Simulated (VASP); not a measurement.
**C: single point with LDA**

Crystal: C.

```
C
1.0
     2.44490    0.00000    0.00000
    -1.22245    2.11734    0.00000
     0.00000    0.00000    6.65403
C
4
Direct
  0.00000 0.00000 0.00250
  0.00000 0.00000 0.50250
  0.33333 0.66667 0.00250
  0.66667 0.33333 0.50250
```

| Property | Result |
| --- | --- |
| Program | VASP 6.6.1 |
| Task | single point |
| Functional | LDA |
| Potentials or basis | VASP PAW LDA potentials, release 64 (C) |
| Cutoff | 520 eV |
| k mesh | 20 × 20 × 6 |
| Occupations | fermi-dirac, width 0.08 eV |
| Spin | no spin polarisation |
| Dipole correction | no |
| Further INCAR settings | ALGO = Normal; EDIFF = 1e-06; NBANDS = 16 |

```yaml
Pressure: 0.8 GPa
Band_gap_on_the_k_mesh: 0.61 eV, direct
```

Stress tensor (GPa, compression positive):
```
 1.28  0.00  0.00
 0.00  1.28  0.00
 0.00  0.00 -0.15
```

Levels at points of the mesh, in eV from the valence-band top:
```
           k point  band 6  band 7  band 8  band 9  band 10  band 11
(0.00, 0.00, 0.00)   -2.71   -2.69   -2.69    4.15     8.73     8.73
(0.50, 0.00, 0.00)   -6.12   -2.56   -1.83    1.73     2.49     7.80
(0.00, 0.00, 0.50)   -2.70   -2.70   -2.70    6.88     6.88     8.75
(0.50, 0.00, 0.50)   -6.15   -2.12   -2.12    1.88     1.88     8.01
```

Run time: 98 s on 1 thread of AMD EPYC 7R13, on a shared host, peak memory 0.15 GiB.

A k mesh can miss the band edges. LDA gaps usually lie below the measured ones, often by a third to a half.
